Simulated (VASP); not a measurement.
# RbBr (Cmmm) in VASP: further runs

The runs below take RbBr through single point, with PBE, r2SCAN.

Program: VASP 6.6.1. These are calculated values, not measurements. Logs are shortened: lines on timing, memory, paths and dates and some standing lists are left out, and cuts for length are marked.

## 1. The cell of the first run

The structure is orthorhombic, space group Cmmm (No. 65). Conventional cell: a = 5.726 Å, b = 5.950 Å, c = 4.128 Å, α = 90.00°, β = 90.00°, γ = 90.00°. Within 4.6 Å of Rb (site symmetry mmm) lie 8 Br at 3.53 to 3.62 Å and 6 Rb at 4.13 Å. Br (site symmetry mmm) has 8 Rb at 3.53 to 3.62 Å and 6 Br at 4.13 Å within 4.6 Å.

## 2. Single point, PBE (shear xy strain -3.8%)

Input file INCAR:

```
SYSTEM = RbBr
ALGO = Normal ; EDIFF = 1E-6
ENCUT = 520 ; GGA = PE
ISIF = 2 ; ISMEAR = -1
LASPH = .True. ; LCHARG = .False.
LREAL = .False. ; LWAVE = .False.
NBANDS = 15 ; NELM = 80
PREC = Accurate ; SIGMA = 0.02
```

Input file KPOINTS:

```
k-points
0
Gamma
  6 6 6
  0 0 0
```

Input file POSCAR:

```
RbBr
1.0
    4.1279266285     -0.0790497949      0.0000000000
   -0.0790497949      4.1279266285      0.0000000000
    0.0000000000      0.0000000000      4.1279266285
Rb Br
1 1
Direct
    0.0000000000      0.0000000000      0.0000000000
    0.5000000000      0.5000000000      0.5000000000
```

Potentials or basis: VASP PAW PBE potentials, release 64 (Rb_sv, Br).

On the command line:

```console
cat potpaw_PBE.64/Rb_sv/POTCAR potpaw_PBE.64/Br/POTCAR > POTCAR
mpirun -np 1 vasp_std > vasp.out
```

OUTCAR:

```text
SYSTEM = RbBr
   EDIFF = 1E-6
   ENCUT = 520
   GGA = PE
   ISIF = 2
   ISMEAR = -1
   LASPH = .True.
   LREAL = .False.
   NELM = 80
   PREC = Accurate

 ion  position               nearest neighbor table
   1  0.000  0.000  0.000-   2 3.53   2 3.53   2 3.53   2 3.53   2 3.62   2 3.62   2 3.62   2 3.62

   2  0.500  0.500  0.500-   1 3.53   1 3.53   1 3.53   1 3.53   1 3.62   1 3.62   1 3.62   1 3.62

  LATTYP: Found a base centered orthorhombic cell.
 ALAT       =     5.7259765305
 B/A-ratio  =     1.0390477647
 C/A-ratio  =     0.7209122508

  Lattice vectors:

 A1 = (   4.1279266285,  -0.0790497949,   0.0000000000)
 A2 = (  -0.0790497949,   4.1279266285,   0.0000000000)
 A3 = (   0.0000000000,   0.0000000000,   4.1279266285)

Analysis of symmetry for initial positions (statically):
=====================================================================
 Subroutine PRICEL returns:
 Original cell was already a primitive cell.

 Routine SETGRP: Setting up the symmetry group for a
 base centered orthorhombic supercell.

 Subroutine GETGRP returns: Found  8 space group operations
 (whereof  8 operations were pure point group operations)
 out of a pool of  8 trial point group operations.

The static configuration has the point symmetry D_2h.

Analysis of symmetry for dynamics (positions and initial velocities):
=====================================================================
 Subroutine PRICEL returns:
 Original cell was already a primitive cell.

 Routine SETGRP: Setting up the symmetry group for a
 base centered orthorhombic supercell.

 Subroutine GETGRP returns: Found  8 space group operations
 (whereof  8 operations were pure point group operations)
 out of a pool of  8 trial point group operations.

The dynamic configuration has the point symmetry D_2h.

 Subroutine INISYM returns: Found  8 space group operations
 (whereof  8 operations are pure point group operations),
 and found     1 'primitive' translations

----------------------------------------------------------------------------------------

                                     Primitive cell

  volume of cell :      70.3132

  direct lattice vectors                    reciprocal lattice vectors
     4.127926629 -0.079049795  0.000000000     0.242341240  0.004640835  0.000000000
    -0.079049795  4.127926629  0.000000000     0.004640835  0.242341240  0.000000000
     0.000000000  0.000000000  4.127926629     0.000000000  0.000000000  0.242252368

  length of vectors
     4.128683461  4.128683461  4.127926629     0.242385672  0.242385672  0.242252368

  position of ions in fractional coordinates (direct lattice)
     0.000000000  0.000000000  0.000000000
     0.500000000  0.500000000  0.500000000

  ion indices of the primitive-cell ions
   primitive index   ion index
                 1           1
                 2           2

----------------------------------------------------------------------------------------

 KPOINTS: k-points

Automatic generation of k-mesh.
 Grid dimensions read from file:
 generate k-points for:    6    6    6

 Generating k-lattice:

  Cartesian coordinates                     Fractional coordinates (reciprocal lattice)
     0.040390207  0.000773472  0.000000000     0.166666667  0.000000000  0.000000000
     0.000773472  0.040390207  0.000000000     0.000000000  0.166666667  0.000000000
     0.000000000  0.000000000  0.040375395     0.000000000  0.000000000  0.166666667

  Length of vectors
     0.040397612  0.040397612  0.040375395

  Shift w.r.t. Gamma in fractional coordinates (k-lattice)
     0.000000000  0.000000000  0.000000000

 Subroutine IBZKPT returns following result:
 ===========================================

 Found     52 irreducible k-points:

 Following reciprocal coordinates:
            Coordinates               Weight
  0.000000  0.000000  0.000000      1.000000
  0.166667 -0.000000  0.000000      4.000000
  0.333333 -0.000000  0.000000      4.000000
  0.500000  0.000000  0.000000      2.000000
  0.166667  0.166667  0.000000      2.000000
  0.333333  0.166667  0.000000      4.000000
[... 16 lines left out ...]
  0.333333  0.333333  0.166667      4.000000
  0.500000  0.333333  0.166667      8.000000
 [... further k-points ...]
   k-points           NKPTS =     52   k-points in BZ     NKDIM =     52   number of bands    NBANDS=     15
   number of dos      NEDOS =    301   number of ions     NIONS =      2
   total plane-waves  NPLWV =  32768
   dimension x,y,z NGX =    32 NGY =   32 NGZ =   32
   dimension x,y,z NGXF=    64 NGYF=   64 NGZF=   64
   ions per type =               1   1
   NGX,Y,Z   is equivalent  to a cutoff of  12.89, 12.89, 12.89 a.u.
   NGXF,Y,Z  is equivalent  to a cutoff of  25.77, 25.77, 25.78 a.u.
 SYSTEM =  RbBr
   PREC   = accura    normal or accurate (medium, high low for compatibility)
   ISTART =      0    job   : 0-new  1-cont  2-samecut
   ICHARG =      2    charge: 1-file 2-atom 10-const
   ISPIN  =      1    spin polarized calculation?
   LNONCOLLINEAR =      F non collinear calculations
   LSORBIT =      F    spin-orbit coupling
   LASPH  =      T    aspherical Exc in radial PAW
   ENCUT  =  520.0 eV  38.22 Ry    6.18 a.u.   7.68  7.68  7.68*2*pi/ulx,y,z
   NELM   =     80;   NELMIN=  2; NELMDL= -5     # of ELM steps
   EDIFF  = 0.1E-05   stopping-criterion for ELM
   LREAL  =      F    real-space projection
   EDIFFG = 0.1E-04   stopping-criterion for IOM
   NSW    =      0    number of steps for IOM
   IBRION =     -1    ionic relax: 0-MD 1-quasi-New 2-CG
   NFREE  =      0    steps in history (QN), initial steepest desc. (CG)
   ISIF   =      2    stress and relaxation
   ISYM   =      2    0-nonsym 1-usesym 2-fastsym
   POTIM  = 0.5000    time-step for ionic-motion
   TEBEG  =    0.0;   TEEND  =   0.0 temperature during run
   PSTRESS=    0.0 pullay stress
   NELECT =      16.0000    total number of electrons
   NUPDOWN=      -1.0000    fix difference up-down
   EMIN   =  10.00;   EMAX   =-10.00  energy-range for DOS
   EFERMI =   0.00;   METHOD = LEGACY
   ISMEAR =    -1;   SIGMA  =   0.02  broadening in eV -4-tet -1-fermi 0-gaus
   EFERMI_NEDOS =   21; number of points for ismear=-14 and -15
   IALGO  =     38    algorithm
   IMIX   =      4    mixing-type and parameters
     AMIX     =   0.40;   BMIX     =  1.00
     AMIX_MAG =   1.60;   BMIX_MAG =  1.00
  volume/ion in A,a.u.               =      35.16       237.25
  Fermi-wavevector in a.u.,A,eV,Ry     =   0.999469  1.888722 13.591378  0.998938
  Thomas-Fermi vector in A             =   2.131761
   LORBIT       =      0    0 simple, 1 ext, 2 COOP (PROOUT), +10 PAW based schemes
   GGA     = PE    functional components
   LHFCALC =     F    Hartree Fock is set to
   AEXX    =    0.0000 exact exchange contribution
   IVDW    =     0    specifies the selected vdW correction
   LEPSILON=     F    determine dielectric tensor
   LRPA    =     F    only Hartree local field effects (RPA)
 non-spin polarized calculation
  energy-cutoff  :      520.00
  volume of cell :       70.31
 maximum number of plane-waves:      1914
   NGX = 15   NGY = 15   NGZ = 15

 number of electron      16.0000003 magnetization

 Free energy of the ion-electron system (eV)
  ---------------------------------------------------
  ext. energy  EPLUGINS =         0.00000000
  ---------------------------------------------------
  free energy    TOTEN  =        -5.99398168 eV

  energy without entropy =       -5.99398168  energy(sigma->0) =       -5.99398168

 E-fermi :  -0.2393     XC(G=0):  -7.9240

 val. band max:       -0.6717437943   @ k =   0.5000   0.0000   0.5000
 cond. band min:       3.4070100453   @ k =   0.0000   0.0000   0.0000
 fundamental gap:      4.0787538396
 Fermi energy:        -0.2393383159

 k-point     1 :       0.0000    0.0000    0.0000
  band No.  band energies     occupation
      1     -25.7715      2.00000
      2     -13.2873      2.00000
      3      -9.7603      2.00000
      4      -9.7555      2.00000
      5      -9.7519      2.00000
      6      -0.8357      2.00000
      7      -0.8248      2.00000
      8      -0.8120      2.00000
      9       3.4070      0.00000
     10       4.9096      0.00000
     11       4.9187      0.00000
     12       9.1321      0.00000
     13       9.2225      0.00000
     14       9.3845      0.00000
     15      11.9852      0.00000

 k-point     2 :       0.1667   -0.0000    0.0000
  band No.  band energies     occupation
      1     -25.7664      2.00000
      2     -13.2857      2.00000
      3      -9.7925      2.00000
      4      -9.7441      2.00000
      5      -9.7437      2.00000
      6      -1.3210      2.00000
      7      -0.8431      2.00000
      8      -0.8421      2.00000
      9       4.0609      0.00000
     10       5.1216      0.00000
     11       5.5104      0.00000
     12       9.0981      0.00000
     13       9.1062      0.00000
     14       9.4330      0.00000
     15      10.7467      0.00000

 k-point     3 :       0.3333   -0.0000    0.0000
  band No.  band energies     occupation
      1     -25.7562      2.00000
      2     -13.2846      2.00000
      3      -9.8577      2.00000
      4      -9.7200      2.00000
      5      -9.7186      2.00000
      6      -2.0748      2.00000
      7      -0.8815      2.00000
      8      -0.8812      2.00000
      9       5.3882      0.00000
     10       5.7040      0.00000
     11       6.6880      0.00000
     12       8.8866      0.00000
     13       9.0602      0.00000
     14       9.1555      0.00000
     15       9.7877      0.00000

 k-point     4 :       0.5000    0.0000    0.0000
  band No.  band energies     occupation
      1     -25.7511      2.00000
      2     -13.2852      2.00000
      3      -9.8862      2.00000
      4      -9.7081      2.00000
      5      -9.7055      2.00000
      6      -2.3866      2.00000
      7      -0.9016      2.00000
      8      -0.9015      2.00000
      9       6.2226      0.00000
     10       6.4173      0.00000
     11       6.9571      0.00000
     12       8.0401      0.00000
     13       9.1715      0.00000
     14       9.1957      0.00000
     15      10.0555      0.00000
[... 307 lines left out ...]
 k-point    22 :      -0.1667    0.1667    0.1667
  band No.  band energies     occupation
      1     -25.7566      2.00000
      2     -13.2515      2.00000
      3      -9.8202      2.00000
      4      -9.8192      2.00000
      5      -9.7434      2.00000
      6      -1.3807      2.00000
      7      -1.1427      2.00000
      8      -1.1393      2.00000
      9       5.0089      0.00000
     10       5.9542      0.00000
     11       5.9950      0.00000
     12       8.3193      0.00000
     13       8.4022      0.00000
     14       8.8466      0.00000
     15      11.4175      0.00000

 k-point    23 :       0.3333    0.3333    0.1667
  band No.  band energies     occupation
      1     -25.7373      2.00000
      2     -13.1555      2.00000
      3      -9.9767      2.00000
      4      -9.8926      2.00000
      5      -9.7757      2.00000
      6      -1.7533      2.00000
      7      -1.6204      2.00000
      8      -1.1062      2.00000
      9       5.7763      0.00000
     10       6.5220      0.00000
     11       7.3253      0.00000
     12       7.5379      0.00000
     13       8.2920      0.00000
     14       8.7345      0.00000
     15      11.1597      0.00000

 k-point    24 :       0.5000    0.3333    0.1667
  band No.  band energies     occupation
      1     -25.7326      2.00000
      2     -13.1171      2.00000
      3     -10.0131      2.00000
      4      -9.9582      2.00000
      5      -9.7647      2.00000
      6      -1.8984      2.00000
      7      -1.6033      2.00000
      8      -1.0716      2.00000
      9       5.5011      0.00000
     10       6.3946      0.00000
     11       7.1978      0.00000
     12       7.6821      0.00000
     13       8.7803      0.00000
     14       9.2222      0.00000
     15      11.0447      0.00000

 [... further k-points ...]

------------------------ aborting loop because EDIFF is reached ----------------------------------------

  FORCE on cell =-STRESS in cart. coord.  units (eV):
  Direction    XX          YY          ZZ          XY          YZ          ZX
  --------------------------------------------------------------------------------------
  -------------------------------------------------------------------------------------
  Total        0.3684527      0.3684527      0.3717521      0.1115282      0.0000000      0.0000000
  in kB        8.3956758      8.3956758      8.4708580      2.5413152      0.0000000      0.0000000
  external PRESSURE =       8.4207365 kB  Pullay stress =       0.0000000 kB

 VOLUME and BASIS-vectors are now :
 -----------------------------------------------------------------------------
  energy-cutoff  :      520.00
  volume of cell :       70.31
      direct lattice vectors                 reciprocal lattice vectors
     4.127926629 -0.079049795  0.000000000     0.242341240  0.004640835  0.000000000
    -0.079049795  4.127926629  0.000000000     0.004640835  0.242341240  0.000000000
     0.000000000  0.000000000  4.127926629     0.000000000  0.000000000  0.242252368

 POSITION                                       TOTAL-FORCE (eV/Angst)
 -----------------------------------------------------------------------------------
      0.00000      0.00000      0.00000        -0.000000      0.000000      0.000000
      2.02444      2.02444      2.06396         0.000000     -0.000000      0.000000
 -----------------------------------------------------------------------------------
    total drift:                                0.000000      0.000000     -0.000000

  FREE ENERGIE OF THE ION-ELECTRON SYSTEM (eV)
  ---------------------------------------------------
  free  energy   TOTEN  =        -5.9939816789 eV

  energy  without entropy=       -5.9939816789  energy(sigma->0) =       -5.99398168
```

It took 23 s on 1 thread of Oxide Virtual Turin-like, shared host; peak memory 0.17 GiB.

What came out:

* Free energy: -5.9940 eV
* Pressure: 0.8 GPa
* Band gap on the k mesh: 4.08 eV (least direct gap 4.22 eV)

Stress tensor (GPa, compression positive):
```
0.84 0.25 0.00
0.25 0.84 0.00
0.00 0.00 0.85
```

Caveat: the cell differs from its parent crystal (shear xy strain -3.8%); the structure was generated, so it needn't be the stable form of RbBr. A k mesh can miss the band edges.

## 3. Single point, r2SCAN (shear xy strain -3.8%)

POSCAR is that of step 2.

Input file INCAR.step1:

```
PREC = Accurate ; ENCUT = 520
ISMEAR = 0 ; SIGMA = 0.01
LREAL = F ; LASPH = T
NELM = 80 ; NBANDS = 15
GGA = PE ; ALGO = Normal
EDIFF = 1E-4 ; LWAVE = T
LCHARG = F
```

Input file INCAR.step2:

```
PREC = Accurate ; ENCUT = 520
EDIFF = 1E-6 ; ISMEAR = 0
SIGMA = 0.01 ; LREAL = F
LASPH = T ; NELM = 80
ALGO = Normal ; ISIF = 2
LWAVE = F ; LCHARG = F
METAGGA = R2SCAN ; LMIXTAU = T
NBANDS = 15 ; ISTART = 1
```

Input file KPOINTS:

```
regular mesh
0
Gamma
  6 6 6
```

Potentials or basis: VASP PAW PBE potentials, release 64 (Rb_sv, Br).

On the command line:

```console
cat potpaw_PBE.64/Rb_sv/POTCAR potpaw_PBE.64/Br/POTCAR > POTCAR
cp INCAR.step1 INCAR
mpirun -np 1 vasp_std > vasp.out
cp INCAR.step2 INCAR
mpirun -np 1 vasp_std > vasp.out
```

It took 2 min on 1 thread of Oxide Virtual Turin-like, shared host; peak memory 0.18 GiB.

Results (log left out):

* Free energy: -31.1079 eV
* Pressure: 0.1 GPa
* Band gap on the k mesh: 4.83 eV (least direct gap 4.97 eV)

Stress tensor (GPa, compression positive):
```
0.06 0.29 0.00
0.29 0.06 0.00
0.00 0.00 0.07
```

Levels at points of the mesh, in eV from the valence-band top:
| k point | band 5 | band 6 | band 7 | band 8 | band 9 | band 10 | band 11 | band 12 |
| --- | --- | --- | --- | --- | --- | --- | --- | --- |
| (0.00, 0.00, 0.00) | -9.32 | -0.16 | -0.15 | -0.14 | 4.83 | 6.12 | 6.13 | 10.60 |
| (0.50, 0.00, 0.00) | -9.27 | -1.70 | -0.23 | -0.23 | 7.47 | 7.80 | 8.35 | 9.36 |
| (0.50, 0.50, 0.00) | -9.24 | -1.10 | -1.02 | 0.00 | 5.93 | 6.92 | 8.64 | 8.70 |
| (0.00, 0.00, 0.50) | -9.27 | -1.70 | -0.28 | -0.16 | 7.47 | 7.80 | 8.34 | 9.37 |
| (0.50, 0.00, 0.50) | -9.24 | -1.06 | -1.06 | 0.00 | 5.93 | 6.91 | 8.68 | 8.69 |
| (0.50, 0.50, 0.50) | -9.53 | -1.34 | -1.34 | -1.33 | 8.69 | 8.88 | 9.07 | 9.97 |

Caveat: the cell differs from its parent crystal (shear xy strain -3.8%); the structure was generated, so it needn't be the stable form of RbBr; the PAW data sets were made with another functional, which shifts forces and pressure a little.
